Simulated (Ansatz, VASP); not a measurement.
## TiO2 in VASP and in Ansatz

The input INCAR:

```
SYSTEM = TiO2
PREC     = Accurate       ! precision mode
ENCUT    = 520            ! plane-wave cutoff, eV
EDIFF    = 1E-7           ! SCF threshold, eV
ISMEAR   = 0              ! smearing method
SIGMA    = 0.05           ! smearing width, eV
LREAL    = .FALSE.        ! projectors in reciprocal space
LASPH    = .TRUE.         ! aspherical terms in the spheres
NELM     = 150            ! most SCF steps
ALGO     = Normal         ! electronic algorithm
ISIF     = 2              ! what is computed and relaxed
LWAVE    = .FALSE.        ! write WAVECAR
LCHARG   = .TRUE.         ! write CHGCAR
LMAXMIX  = 4              ! l up to which the mixer works
LDAU     = .TRUE.         ! DFT+U
LDAUTYPE = 2            
LDAUL    = 2 -1           ! shell
LDAUU    = 4 0            ! U, eV
LDAUJ    = 0 0          
LDAUPRINT= 1            
GGA      = PE             ! functional
IVDW     = 12             ! dispersion correction
LELF     = .TRUE.         ! ELF
LVHAR    = .TRUE.       
NBANDS   = 19             ! bands
```

Contents of KPOINTS:

```
regular mesh
0
G
  9 9 9
  0 0 0
```

The input POSCAR:

```
TiO2
1.0
    1.6093500000      0.9291586557      5.6001000000
   -1.6093500000      0.9291586557      5.6001000000
    0.0000000000     -1.8583173115      5.6001000000
Ti O
1 2
Direct
    0.0000000000      0.0000000000      0.0000000000
    0.6017580785      0.6017580785      0.6017580785
    0.3982419215      0.3982419215      0.3982419215
```

Input for Ansatz:

```yaml
crystal:
  lattice:
    - [1.60935, 0.9291586557, 5.6001]
    - [-1.60935, 0.9291586557, 5.6001]
    - [0.0, -1.8583173115, 5.6001]
  atoms:
    - { symbol: Ti, position: [0.0, 0.0, 0.0] }
    - { symbol: O, position: [0.6017580785, 0.6017580785, 0.6017580785] }
    - { symbol: O, position: [0.3982419215, 0.3982419215, 0.3982419215] }
basis:
  ecutwfc: 520.0
kpoints:
  mp_grid: { grid: [9, 9, 9] }
hamiltonian:
  xc: pbe
  pseudopotentials: { kind: paw, azcp: { folder: soft_1 } }
  dispersion: d3bj
  hubbard: { sites: [{ species: Ti, l: d, u_eff: 4.0 }] }
scf:
  occupations: { method: gaussian, width: 0.05 }
output:
  forces: true
  stress: true
  eigenvalues: true
```

Alike in both runs: task single point; functional PBE; dispersion D3(BJ); k mesh 9 × 9 × 9; occupations gaussian, width 0.05 eV; no spin polarisation; Hubbard terms Ti d U = 4.0 eV.

|  | VASP | Ansatz |
| --- | --- | --- |
| version | VASP 6.6.1 | Ansatz 0.2.0 |
| potentials or method | VASP PAW PBE potentials, release 64 (Ti_sv, O), cutoff 520 eV | scalar-relativistic, plane waves, PAW |
| valence electrons in the cell | 24 | 24 |

Ansatz gave:

| Quantity | Value |
| --- | --- |
| gap on the k mesh at the Fermi level (eV) | 2.36 |
| least direct gap on the mesh (eV) | 2.49 |
| pressure (GPa) | -25.1 |
| traceless stress, the component that is largest in VASP (GPa) | 3.79 |
| rms of the force components (eV/Å) | 1.380 |

Problem. What did VASP give for the same quantities?

Solution. gap on the k mesh at the Fermi level (eV): 2.39; least direct gap on the mesh (eV): 2.54; pressure (GPa): -24.1; traceless stress, the component that is largest in VASP (GPa): 4.16; rms of the force components (eV/Å): 1.281.

The programs project onto different local orbitals, so the same U acts differently, and such runs can settle in different states. Atom by atom the forces differ by 0.099 eV/Å (rms over components).
